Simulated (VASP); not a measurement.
A run of VASP 6.6.1 is set up as follows.

INCAR

```
SYSTEM = Zr
  PREC = Accurate
  ENCUT = 520
  EDIFF = 1E-6
  ISMEAR = 0
  SIGMA = 0.1
  LREAL = .FALSE.
  LASPH = .TRUE.
  NELM = 60
  ALGO = Normal
  ISIF = 2
  LWAVE = .FALSE.
  LCHARG = .TRUE.
  GGA = CA
  LELF = .TRUE.
  LVHAR = .TRUE.
  NBANDS = 19
```

KPOINTS

```
Automatic mesh
0
G
  15 15 8
  0 0 0
```

Contents of POSCAR:

```
Zr
1.0
    3.1427549151      0.0000000000      0.0000000000
   -1.5713774576      2.7217055944      0.0000000000
    0.0000000000      0.0000000000      5.0916409308
Zr
2
Direct
    0.3333333333      0.6666666667      0.2500000000
    0.6666666667      0.3333333333      0.7500000000
```

Potentials or basis: VASP PAW LDA potentials, release 64 (Zr_sv).

Run with:

```sh
$ cat potpaw_LDA.64/Zr_sv/POTCAR > POTCAR
$ mpirun -np 1 vasp_std > vasp.out
```

Q: What does it give for the pressure?

A: 0.1 GPa.

Q: Estimate the band gap on the k mesh.

A: Zero (band 12 reaches 10.55 eV, above the bottom of band 13 at 9.21 eV).

Stress tensor (GPa, compression positive):
```
0.06 0.00 0.00
0.00 0.06 0.00
0.00 0.00 0.14
```
